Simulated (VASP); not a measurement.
Wanted: the native input for a VASP 6.6.1 run.

| Property | Result |
| --- | --- |
| Task | single point |
| Functional | PBEsol |
| Potentials or basis | VASP PAW PBE potentials, release 64 (In_d, P) |
| Cutoff | 520 eV |
| k mesh | 9 × 9 × 11 |
| Occupations | gaussian, width 0.1 eV |
| Spin | no spin polarisation |
| Dipole correction | no |
| Further INCAR settings | ALGO = Normal; EDIFF = 1e-06; NBANDS = 16; ISYM = 0 |

The structure of InP lies in POSCAR:

```
InP
1.0
    3.8601905803      0.0000000000      0.0000000000
   -1.9300952902      3.3430231060      0.0000000000
    1.9300952902      1.1143410353      3.1518324106
In P
1 1
Direct
    0.0000000000      0.0000000000      0.0000000000
    0.0000000000      0.5000000000      0.5000000000
```

The input as run:

INCAR

```
  PREC = Accurate
  ENCUT = 520
  EDIFF = 1E-6
  ISMEAR = 0
  SIGMA = 0.1
  LREAL = False
  LASPH = True
  NELM = 100
  ALGO = Normal
  ISIF = 2
  LWAVE = False
  LCHARG = False
  GGA = PS
  NBANDS = 16
  ISYM = 0
```

KPOINTS

```
Automatic mesh
0
Gamma
  9 9 11
```

Potentials or basis: VASP PAW PBE potentials, release 64 (In_d, P).

The run is started by

```console
$ cat potpaw_PBE.64/In_d/POTCAR potpaw_PBE.64/P/POTCAR > POTCAR
$ mpirun -np 1 vasp_std > vasp.out
```

Results of the run:

The pressure is 0.0 GPa and the band gap on the k mesh is zero (band 9 reaches 7.80 eV, above the bottom of band 10 at 5.11 eV).

Caveat: the PAW data sets were made with another functional, which shifts forces and pressure a little; spin-orbit coupling is left out, which moves the levels of the heavy elements.

Run time: 2.9 min on 1 thread of AMD EPYC 9R45 96-Core Processor (Zen 5) (shared host), peak memory 0.36 GiB.
